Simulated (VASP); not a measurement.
A run of VASP 6.6.1:

File INCAR:

```
ALGO = Fast ; EDIFF = 1E-7
ENCUT = 520 ; GGA = PE
ISIF = 2 ; ISMEAR = 0
LASPH = True ; LCHARG = True
LELF = True ; LREAL = False
LVHAR = True ; LWAVE = False
NBANDS = 26 ; NELM = 80
PREC = Accurate ; SIGMA = 0.1
```

File KPOINTS:

```
k-points
0
Gamma
  14 14 14
```

File POSCAR:

```
TaGa2
1.0
    0.0000000000      3.1177929511      3.1177929511
    3.1177929511      0.0000000000      3.1177929511
    3.1177929511      3.1177929511      0.0000000000
Ta Ga
1 2
Direct
    0.0000000000      0.0000000000      0.0000000000
    0.2500000000      0.2500000000      0.2500000000
    0.7500000000      0.7500000000      0.7500000000
```

Potentials or basis: VASP PAW PBE potentials, release 64 (Ta_pv, Ga_d).

Command:

```console
$ cat potpaw_PBE.64/Ta_pv/POTCAR potpaw_PBE.64/Ga_d/POTCAR > POTCAR
$ mpirun -np 1 vasp_std > vasp.out
```

Hardware: 1 thread of Intel(R) Xeon(R) Platinum 8259CL CPU @ 2.50GHz (Skylake/Cascade Lake), with other jobs on the host.

Question: How long does it take, and how much memory?

Answer: It took 4 min on 1 thread of Intel(R) Xeon(R) Platinum 8259CL CPU @ 2.50GHz (Skylake/Cascade Lake) (shared host), peak memory 0.31 GiB. Counts: scf iterations 17, k points 104.
